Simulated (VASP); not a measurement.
# Sc2GaSbAs2 (I4/mmm) in VASP: a series of runs

The runs below take Sc2GaSbAs2 through relaxation of cell and atoms, single point, with PBE.

Program: VASP 6.6.1. These are calculated values, not measurements. Logs are shortened: lines on timing, memory, paths and dates and some standing lists are left out, and cuts for length are marked.

### Step 1. The cell of the first run

Symmetry: I4/mmm, No. 139, tetragonal system. The conventional cell has a = 4.322 Å, b = 4.322 Å, c = 12.127 Å, α = 90.00°, β = 90.00°, γ = 90.00°. Within 3.3 Å of Sc (site symmetry -4m2) lie 4 As at 2.50 Å and 4 Sc at 3.06 Å. Ga (site symmetry 4/mmm) has 4 Sb at 3.06 Å and 8 As at 3.54 Å and 8 Sc at 3.72 Å within 4.0 Å. Sb (site symmetry 4/mmm) has 2 As at 1.78 Å within 2.4 Å. As (site symmetry 4mm) has 1 Sb at 1.78 Å within 2.4 Å.

The cell was generated, and may not be a known phase.

### Step 2. Relaxation of cell and atoms, PBE

File INCAR:

```
SYSTEM = Sc2GaSbAs2
ALGO = Normal ; EDIFF = 1E-6
EDIFFG = -0.04 ; ENCUT = 600
GGA = PE ; IBRION = 2
ISIF = 3 ; ISMEAR = 0
LASPH = .TRUE. ; LCHARG = .FALSE.
LREAL = .FALSE. ; LWAVE = .FALSE.
NELM = 80 ; NSW = 90
PREC = Accurate ; SIGMA = 0.1
```

File KPOINTS:

```
k-points
0
G
  6 6 6
  0 0 0
```

File POSCAR:

```
Sc2GaSbAs2
1.0
   -2.1612415800      2.1612415800      6.0635782700
    2.1612415800     -2.1612415800      6.0635782700
    2.1612415800      2.1612415800     -6.0635782700
Sc Ga Sb As
2 1 1 2
Direct
    0.7500000000      0.2500000000      0.5000000000
    0.2500000000      0.7500000000      0.5000000000
    0.0000000000      0.0000000000      0.0000000000
    0.5000000000      0.5000000000      0.0000000000
    0.3530310100      0.3530310100      0.0000000000
    0.6469689900      0.6469689900      0.0000000000
```

Potentials or basis: VASP PAW PBE potentials, release 64 (Sc_sv, Ga_d, Sb, As).

Command:

```bash
cat potpaw_PBE.64/Sc_sv/POTCAR potpaw_PBE.64/Ga_d/POTCAR potpaw_PBE.64/Sb/POTCAR potpaw_PBE.64/As/POTCAR > POTCAR
mpirun -np 1 vasp_std > vasp.out
```

OUTCAR:

```text
SYSTEM = Sc2GaSbAs2
   EDIFF = 1E-6
   EDIFFG = -0.04
   ENCUT = 600
   GGA = PE
   IBRION = 2
   ISIF = 3
   ISMEAR = 0
   LASPH = .TRUE.
   LREAL = .FALSE.
   NELM = 80
   NSW = 90
   PREC = Accurate

 ion  position               nearest neighbor table
   1  0.750  0.250  0.500-   5 2.50   6 2.50   5 2.50   6 2.50   2 3.06   2 3.06   2 3.06   2 3.06

   2  0.250  0.750  0.500-   5 2.50   6 2.50   5 2.50   6 2.50   1 3.06   1 3.06   1 3.06   1 3.06

   3  0.000  0.000  0.000-   4 3.06   4 3.06   4 3.06   4 3.06
   4  0.500  0.500  0.000-   5 1.78   6 1.78   3 3.06   3 3.06   3 3.06   3 3.06
   5  0.353  0.353  0.000-   4 1.78   2 2.50   1 2.50   2 2.50   1 2.50
   6  0.647  0.647  0.000-   4 1.78   1 2.50   2 2.50   1 2.50   2 2.50

  LATTYP: Found a body centered tetragonal cell.
 ALAT       =     4.3224831600
 C/A-ratio  =     2.8055994879

  Lattice vectors:

 A1 = (  -2.1612415800,   2.1612415800,   6.0635782700)
 A2 = (   2.1612415800,  -2.1612415800,   6.0635782700)
 A3 = (   2.1612415800,   2.1612415800,  -6.0635782700)

Analysis of symmetry for initial positions (statically):
=====================================================================
 Subroutine PRICEL returns:
 Original cell was already a primitive cell.

 Routine SETGRP: Setting up the symmetry group for a
 body centered tetragonal supercell.

 Subroutine GETGRP returns: Found 16 space group operations
 (whereof 16 operations were pure point group operations)
 out of a pool of 16 trial point group operations.

The static configuration has the point symmetry D_4h.

Analysis of symmetry for dynamics (positions and initial velocities):
=====================================================================
 Subroutine PRICEL returns:
 Original cell was already a primitive cell.

 Routine SETGRP: Setting up the symmetry group for a
 body centered tetragonal supercell.

 Subroutine GETGRP returns: Found 16 space group operations
 (whereof 16 operations were pure point group operations)
 out of a pool of 16 trial point group operations.

The dynamic configuration has the point symmetry D_4h.

 Subroutine INISYM returns: Found 16 space group operations
 (whereof 16 operations are pure point group operations),
 and found     1 'primitive' translations

----------------------------------------------------------------------------------------

                                     Primitive cell

  volume of cell :     113.2911

  direct lattice vectors                    reciprocal lattice vectors
    -2.161241580  2.161241580  6.063578270     0.000000000  0.231348501  0.082459561
     2.161241580 -2.161241580  6.063578270     0.231348501  0.000000000  0.082459561
     2.161241580  2.161241580 -6.063578270     0.231348501  0.231348501  0.000000000

  length of vectors
     6.790354318  6.790354318  6.790354318     0.245604780  0.245604780  0.327176188

  position of ions in fractional coordinates (direct lattice)
     0.750000000  0.250000000  0.500000000
     0.250000000  0.750000000  0.500000000
     0.000000000  0.000000000  0.000000000
     0.500000000  0.500000000  0.000000000
     0.353031010  0.353031010  0.000000000
     0.646968990  0.646968990  0.000000000

  ion indices of the primitive-cell ions
   primitive index   ion index
                 1           1
                 2           2
                 3           3
                 4           4
                 5           5
                 6           6

----------------------------------------------------------------------------------------

 KPOINTS: k-points

Automatic generation of k-mesh.
 Grid dimensions read from file:
 generate k-points for:    6    6    6

 Generating k-lattice:

  Cartesian coordinates                     Fractional coordinates (reciprocal lattice)
     0.000000000  0.038558084  0.013743260     0.166666667  0.000000000  0.000000000
     0.038558084  0.000000000  0.013743260     0.000000000  0.166666667  0.000000000
     0.038558084  0.038558084  0.000000000     0.000000000  0.000000000  0.166666667

  Length of vectors
     0.040934130  0.040934130  0.054529365

  Shift w.r.t. Gamma in fractional coordinates (k-lattice)
     0.000000000  0.000000000  0.000000000

 Subroutine IBZKPT returns following result:
 ===========================================

 Found     30 irreducible k-points:

 Following reciprocal coordinates:
            Coordinates               Weight
  0.000000  0.000000  0.000000      1.000000
  0.166667 -0.000000  0.000000      8.000000
  0.333333 -0.000000  0.000000      8.000000
  0.500000 -0.000000  0.000000      4.000000
  0.166667  0.166667  0.000000      8.000000
  0.333333  0.166667  0.000000     16.000000
[... 16 lines left out ...]
 -0.333333 -0.333333  0.166667      8.000000
 -0.166667 -0.333333  0.166667      8.000000
 [... further k-points ...]
   k-points           NKPTS =     30   k-points in BZ     NKDIM =     30   number of bands    NBANDS=     30
   number of dos      NEDOS =    301   number of ions     NIONS =      6
   total plane-waves  NPLWV = 157464
   dimension x,y,z NGX =    54 NGY =   54 NGZ =   54
   dimension x,y,z NGXF=   108 NGYF=  108 NGZF=  108
   ions per type =               2   1   1   2
   NGX,Y,Z   is equivalent  to a cutoff of  13.22, 13.22, 13.22 a.u.
   NGXF,Y,Z  is equivalent  to a cutoff of  26.44, 26.44, 26.44 a.u.
 SYSTEM =  Sc2GaSbAs2
   PREC   = accura    normal or accurate (medium, high low for compatibility)
   ISTART =      0    job   : 0-new  1-cont  2-samecut
   ICHARG =      2    charge: 1-file 2-atom 10-const
   ISPIN  =      1    spin polarized calculation?
   LNONCOLLINEAR =      F non collinear calculations
   LSORBIT =      F    spin-orbit coupling
   LASPH  =      T    aspherical Exc in radial PAW
   ENCUT  =  600.0 eV  44.10 Ry    6.64 a.u.  13.56 13.56 13.56*2*pi/ulx,y,z
   NELM   =     80;   NELMIN=  2; NELMDL= -5     # of ELM steps
   EDIFF  = 0.1E-05   stopping-criterion for ELM
   LREAL  =      F    real-space projection
   EDIFFG = -.4E-01   stopping-criterion for IOM
   NSW    =     90    number of steps for IOM
   IBRION =      2    ionic relax: 0-MD 1-quasi-New 2-CG
   NFREE  =      1    steps in history (QN), initial steepest desc. (CG)
   ISIF   =      3    stress and relaxation
   ISYM   =      2    0-nonsym 1-usesym 2-fastsym
[... 5 lines left out ...]
   EMIN   =  10.00;   EMAX   =-10.00  energy-range for DOS
   EFERMI =   0.00;   METHOD = LEGACY
   ISMEAR =     0;   SIGMA  =   0.10  broadening in eV -4-tet -1-fermi 0-gaus
   EFERMI_NEDOS =   21; number of points for ismear=-14 and -15
   IALGO  =     38    algorithm
   IMIX   =      4    mixing-type and parameters
     AMIX     =   0.40;   BMIX     =  1.00
     AMIX_MAG =   1.60;   BMIX_MAG =  1.00
  volume/ion in A,a.u.               =      18.88       127.42
  Fermi-wavevector in a.u.,A,eV,Ry     =   1.246425  2.355403 21.137689  1.553576
  Thomas-Fermi vector in A             =   2.380603
   LORBIT       =      0    0 simple, 1 ext, 2 COOP (PROOUT), +10 PAW based schemes
   GGA     = PE    functional components
   LHFCALC =     F    Hartree Fock is set to
   AEXX    =    0.0000 exact exchange contribution
   IVDW    =     0    specifies the selected vdW correction
   LEPSILON=     F    determine dielectric tensor
   LRPA    =     F    only Hartree local field effects (RPA)
 conjugate gradient relaxation of ions
 non-spin polarized calculation
 Gauss-broadening in eV      SIGMA  =   0.10
  energy-cutoff  :      600.00
  volume of cell :      113.29
 maximum number of plane-waves:      3824
   NGX = 27   NGY = 27   NGZ = 27

--------------------------------------- Ionic step        1  -------------------------------------------

 number of electron      50.0000004 magnetization

 Free energy of the ion-electron system (eV)
  ---------------------------------------------------
  ext. energy  EPLUGINS =         0.00000000
  ---------------------------------------------------
  free energy    TOTEN  =       -10.17417066 eV

  energy without entropy =      -10.16066045  energy(sigma->0) =      -10.16741555

------------------------ aborting loop because EDIFF is reached ----------------------------------------

  FORCE on cell =-STRESS in cart. coord.  units (eV):
  Direction    XX          YY          ZZ          XY          YZ          ZX
  --------------------------------------------------------------------------------------
  -------------------------------------------------------------------------------------
  Total       17.1100011     17.1100011    137.5661009      0.0000000     -0.0000000      0.0000000
  in kB      241.9719427    241.9719427   1945.4783522      0.0000000     -0.0000000      0.0000000
  external PRESSURE =     809.8074125 kB  Pullay stress =       0.0000000 kB
[... 41 lines left out ...]
 VOLUME and BASIS-vectors are now :
 -----------------------------------------------------------------------------
  energy-cutoff  :      600.00
  volume of cell :      308.77
      direct lattice vectors                 reciprocal lattice vectors
    -2.458567857  2.458567857 12.770455529     0.000000000  0.203370429  0.039152871
     2.458567857 -2.458567857 12.770455529     0.203370429  0.000000000  0.039152871
     2.458567857  2.458567857-12.770455529     0.203370429  0.203370429  0.000000000

 POSITION                                       TOTAL-FORCE (eV/Angst)
 -----------------------------------------------------------------------------------
      0.00000      2.45857      6.38523         0.000000      0.000000      0.000000
      2.45857      0.00000      6.38523         0.000000      0.000000      0.000000
      2.45857      2.45857     12.77046         0.000000      0.000000      0.000000
      2.45857      2.45857      0.00000         0.000000      0.000000      0.000000
      2.45857      2.45857     -7.20458        -0.000000     -0.000000     -0.513194
      0.00000      0.00000     19.97504         0.000000      0.000000      0.513194
 -----------------------------------------------------------------------------------
    total drift:                                0.000000      0.000000      0.000000
[... 21 lines left out ...]
 VOLUME and BASIS-vectors are now :
 -----------------------------------------------------------------------------
  energy-cutoff  :      600.00
  volume of cell :      283.78
      direct lattice vectors                 reciprocal lattice vectors
    -2.426561360  2.426561360 12.048475437     0.000000000  0.206052898  0.041499026
     2.426561360 -2.426561360 12.048475437     0.206052898  0.000000000  0.041499026
     2.426561360  2.426561360-12.048475437     0.206052898  0.206052898  0.000000000

 POSITION                                       TOTAL-FORCE (eV/Angst)
 -----------------------------------------------------------------------------------
     -0.00000      2.42656      6.02424         0.000000      0.000000      0.000000
      2.42656     -0.00000      6.02424         0.000000      0.000000      0.000000
      0.00000      0.00000      0.00000         0.000000      0.000000      0.000000
      0.00000      0.00000     12.04848         0.000000      0.000000      0.000000
      0.00000      0.00000      5.41762         0.000000      0.000000     -1.191243
      0.00000      0.00000     18.67933        -0.000000     -0.000000      1.191243
 -----------------------------------------------------------------------------------
    total drift:                               -0.000000      0.000000     -0.000000
[... 2405 lines left out ...]
     29       5.6973      0.00000
     30       5.8961      0.00000

 [... further k-points ...]

[... ionic steps 4 to 33 ...]

--------------------------------------- Ionic step       34  -------------------------------------------

 number of electron      50.0000002 magnetization

------------------------ aborting loop because EDIFF is reached ----------------------------------------

  FORCE on cell =-STRESS in cart. coord.  units (eV):
  Direction    XX          YY          ZZ          XY          YZ          ZX
  --------------------------------------------------------------------------------------
  -------------------------------------------------------------------------------------
  Total       -0.4453448     -0.4453448      0.0805471      0.0000000      0.0000000      0.0000000
  in kB       -4.6063156     -4.6063156      0.8331190      0.0000000      0.0000000      0.0000000
  external PRESSURE =      -2.7931707 kB  Pullay stress =       0.0000000 kB
[... 65 lines left out ...]
  energy  without entropy=      -31.7523110251  energy(sigma->0) =      -31.75843882

--------------------------------------- Ionic step       36  -------------------------------------------

 number of electron      50.0000001 magnetization

 Free energy of the ion-electron system (eV)
  ---------------------------------------------------
  ext. energy  EPLUGINS =         0.00000000
  ---------------------------------------------------
  free energy    TOTEN  =       -31.76576231 eV

  energy without entropy =      -31.75374612  energy(sigma->0) =      -31.75975422

 E-fermi :   4.6114     XC(G=0):  -9.4710

 val. band max:        4.5792009717   @ k =   0.5000   0.5000   0.1667
 cond. band min:       4.6225812928   @ k =  -0.3333   0.3333   0.3333
 fundamental gap:      0.0433803211
 Fermi energy:         4.6113726619

 k-point     1 :       0.0000    0.0000    0.0000
  band No.  band energies     occupation
      1     -45.7761      2.00000
      2     -45.7674      2.00000
      3     -24.5485      2.00000
      4     -24.5370      2.00000
      5     -24.3887      2.00000
      6     -24.3887      2.00000
[... 816 lines left out ...]
  FREE ENERGIE OF THE ION-ELECTRON SYSTEM (eV)
  ---------------------------------------------------
  free  energy   TOTEN  =       -31.7657623106 eV

  energy  without entropy=      -31.7537461236  energy(sigma->0) =      -31.75975422

 reached required accuracy - stopping structural energy minimisation
```

Run time: 70 min. Hardware: 1 thread of AMD EPYC 9R45 (Zen 5), shared host; peak memory 0.52 GiB.

What came out:

```
Free energy                           : -31.7658 eV
Relaxed volume                        : 25.71 Å³/atom
Relaxed cell                          : a = 6.701 Å, b = 6.701 Å, c = 6.701 Å, α = 133.77°, β = 133.77°, γ = 67.45°
Space group after relaxing (to 0.1 Å) : I4/mmm (No. 139)
Energy gained by relaxing             : 3598.6 meV/atom
Ionic steps                           : 36
Pressure after relaxing               : 0.0 GPa
Largest force after relaxing          : 0.005 eV/Å
Band gap on the k mesh                : zero (bands 25 and 26 overlap by 0.71 eV)
```

Forces on the atoms (eV/Å):
```
Sc   0.000  0.000  0.000
Sc   0.000  0.000  0.000
Ga   0.000  0.000  0.000
Sb   0.000  0.000  0.000
As   0.000  0.000  0.005
As   0.000  0.000 -0.005
```

Stress tensor (GPa, compression positive):
```
-0.07  0.00  0.00
 0.00 -0.07  0.00
 0.00  0.00  0.13
```

Step by step:
| step | energy change (eV) | largest force (eV/Å) | pressure (GPa) | volume (Å³) |
| --- | --- | --- | --- | --- |
| 1 | 0.0000 | 33.9640 | 80.98 | 113.29 |
| 2 | -16.6858 | 0.5132 | -6.12 | 308.77 |
| 3 | -17.6351 | 1.1912 | -0.99 | 283.78 |
| 4 | -17.7036 | 1.3071 | 0.70 | 275.49 |
| 5 | -17.6601 | 1.3377 | 2.70 | 265.29 |
| 6 | -17.6169 | 1.3238 | 3.38 | 261.69 |
| 7 | -18.2682 | 0.2022 | -3.53 | 299.44 |
| 8 | -18.4395 | 0.5265 | -1.81 | 286.33 |
| 9 | -18.6948 | 0.5738 | -1.03 | 270.73 |
| 10 | -18.9227 | 0.6595 | -0.28 | 248.43 |
| 11 | -19.4220 | 0.9173 | 0.88 | 205.24 |
| 12 | -19.9235 | 1.0233 | 20.12 | 124.34 |
| 13 | -19.5211 | 0.9483 | 2.05 | 190.80 |
| 14 | -20.3195 | 0.7769 | 5.39 | 156.95 |
| 15 | -20.6367 | 0.6472 | 9.69 | 140.49 |
| 16 | -20.7132 | 0.5400 | 9.96 | 139.11 |
| 17 | -20.8114 | 0.0626 | 11.38 | 134.89 |
| 18 | -20.9215 | 0.0279 | 10.29 | 136.32 |
| 19 | -21.1915 | 0.0673 | 7.28 | 140.67 |
| 20 | -21.4908 | 0.2182 | 2.29 | 149.62 |
| 21 | -21.3346 | 0.4057 | -4.24 | 168.59 |
| 22 | -21.5367 | 0.2973 | -0.42 | 156.05 |
| 23 | -21.5374 | 0.2893 | -0.16 | 155.37 |
| 24 | -21.5373 | 0.2846 | 0.02 | 154.94 |
| 25 | -21.5391 | 0.2845 | 0.02 | 154.88 |
| 26 | -21.5445 | 0.2836 | 0.05 | 154.69 |
| 27 | -21.5537 | 0.2824 | 0.11 | 154.31 |
| 28 | -21.5665 | 0.2797 | 0.25 | 153.55 |
| 29 | -21.5663 | 0.2329 | 0.61 | 151.97 |
| 30 | -21.5711 | 0.2697 | 0.43 | 152.79 |
| 31 | -21.5770 | 0.2240 | 0.31 | 153.11 |
| 32 | -21.5879 | 0.1032 | -0.02 | 154.05 |
| 33 | -21.5855 | 0.0763 | -0.52 | 155.95 |
| 34 | -21.5904 | 0.0141 | -0.28 | 154.90 |
| 35 | -21.5904 | 0.0225 | -0.24 | 154.81 |
| 36 | -21.5916 | 0.0055 | 0.00 | 154.27 |

Final structure:
```
CELL_PARAMETERS angstrom
-2.63056 2.63056 5.57333
2.63056 -2.63056 5.57333
2.63056 2.63056 -5.57333
ATOMIC_POSITIONS crystal
Sc 0.75000 0.25000 0.50000
Sc 0.25000 0.75000 0.50000
Ga 0.00000 0.00000 0.00000
Sb 0.50000 0.50000 0.00000
As 0.22628 0.22628 0.00000
As 0.77372 0.77372 0.00000
```

Levels at points of the mesh, in eV from the Fermi level:
| k point | band 21 | band 22 | band 23 | band 24 | band 25 | band 26 | band 27 | band 28 | band 29 | band 30 |
| --- | --- | --- | --- | --- | --- | --- | --- | --- | --- | --- |
| (0.00, 0.00, 0.00) | -2.24 | -2.24 | -0.86 | -0.86 | -0.79 | 1.05 | 1.19 | 1.26 | 1.26 | 1.28 |
| (0.50, 0.00, 0.00) | -2.95 | -2.94 | -2.15 | -0.94 | -0.71 | 0.04 | 0.10 | 1.27 | 1.37 | 1.59 |
| (0.50, 0.50, 0.00) | -3.01 | -2.61 | -2.47 | -1.95 | -0.19 | 0.90 | 0.99 | 1.43 | 1.47 | 1.98 |
| (0.50, 0.50, 0.50) | -1.10 | -1.10 | -0.92 | -0.76 | -0.35 | -0.35 | 0.26 | 0.49 | 0.54 | 0.54 |

Caveat: the volume moved by over 15 % at a fixed basis, so the end points are rough; spin-orbit coupling is left out, which moves the levels of the heavy elements.

### Step 3. Single point, PBE

This run uses another cell than the first one, of 25.69 Å³/atom.

File INCAR:

```
SYSTEM = Sc2GaSbAs2
PREC = Accurate
ENCUT = 520
EDIFF = 1E-6
ISMEAR = 0
SIGMA = 0.1
LREAL = .False.
LASPH = .True.
NELM = 80
ALGO = Normal
ISIF = 2
LWAVE = .False.
LCHARG = .False.
GGA = PE
NBANDS = 34
```

File KPOINTS:

```
Automatic mesh
0
Gamma
  10 10 10
  0 0 0
```

File POSCAR:

```
Sc2GaSbAs2
1.0
   -2.6262429065      2.6262429065      5.5864569904
    2.6262429065     -2.6262429065      5.5864569904
    2.6262429065      2.6262429065     -5.5864569904
Sc Ga Sb As
2 1 1 2
Direct
    0.7500000000      0.2500000000      0.5000000000
    0.2500000000      0.7500000000      0.5000000000
    0.0000000000      0.0000000000      0.0000000000
    0.5000000000      0.5000000000      0.0000000000
    0.2259387037      0.2259387037      0.0000000000
    0.7740612963      0.7740612963      0.0000000000
```

Potentials or basis: VASP PAW PBE potentials, release 64 (Sc_sv, Ga_d, Sb, As).

Command:

```bash
cat potpaw_PBE.64/Sc_sv/POTCAR potpaw_PBE.64/Ga_d/POTCAR potpaw_PBE.64/Sb/POTCAR potpaw_PBE.64/As/POTCAR > POTCAR
mpirun -np 1 vasp_std > vasp.out
```

Wall time 8.6 min (1 thread of AMD EPYC 9R45 (Zen 5), shared host); peak memory 0.72 GiB.

It converged, with:

```
Free energy            : -31.7847 eV
Pressure               : 0.1 GPa
Largest force          : 0.014 eV/Å
Band gap on the k mesh : zero (bands 25 and 26 overlap by 1.06 eV)
```

Forces on the atoms (eV/Å):
```
Sc   0.000  0.000  0.000
Sc   0.000  0.000  0.000
Ga   0.000  0.000  0.000
Sb   0.000  0.000  0.000
As   0.000  0.000  0.014
As   0.000  0.000 -0.014
```

Stress tensor (GPa, compression positive):
```
0.19 0.00 0.00
0.00 0.19 0.00
0.00 0.00 0.06
```

Levels at points of the mesh, in eV from the Fermi level:
```tsv
k point	band 22	band 23	band 24	band 25	band 26	band 27	band 28	band 29
(0.00, 0.00, 0.00)	-2.16	-0.73	-0.73	-0.69	1.16	1.27	1.36	1.36
(0.50, 0.00, 0.00)	-2.84	-2.06	-0.85	-0.62	0.13	0.19	1.35	1.46
(0.50, 0.50, 0.00)	-2.51	-2.36	-1.87	-0.12	0.99	1.06	1.53	1.58
(0.50, 0.50, 0.50)	-1.00	-0.85	-0.66	-0.26	-0.26	0.33	0.59	0.66
```

Caveat: spin-orbit coupling is left out, which moves the levels of the heavy elements.

The gap in the log of VASP goes by the Fermi energy; the results here count the filled bands.